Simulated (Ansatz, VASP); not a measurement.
# Two plane-wave programs on Rh

```
CELL_PARAMETERS angstrom
0.00000 1.90155 1.90155
1.90155 0.00000 1.90155
1.90155 1.90155 0.00000
ATOMIC_POSITIONS crystal
Rh 0.00000 0.00000 0.00000
```

Alike in both runs: task relaxation of cell and atoms; functional revPBE; k mesh 14 × 14 × 14; occupations fermi-dirac, width 0.05 eV; collinear spin.

```csv
,VASP,Ansatz
version,VASP 6.6.1,Ansatz 0.2.0
potentials or method,"VASP PAW PBE potentials, release 64 (Rh_pv), cutoff 600 eV","plane waves (420 eV) with PAW, scalar-relativistic"
valence electrons in the cell,15,17
```

Ansatz gave:

- net moment per atom (μB): 0.00
- relaxed volume (Å³/atom): 14.24
- relaxed length of the cell vector where the two differ most in proportion (Å): 2.720

Problem. Which values does VASP return?

Solution. net moment per atom (μB): 0.00; relaxed volume (Å³/atom): 14.23; relaxed length of the cell vector where the two differ most in proportion (Å): 2.720.

VASP's potentials were made for PBE, not for revPBE. VASP's potentials hold 15 valence electrons a cell and Ansatz's 17, so a difference there can come from the potentials and not from the codes. Ansatz's warnings: seeded moment not kept.
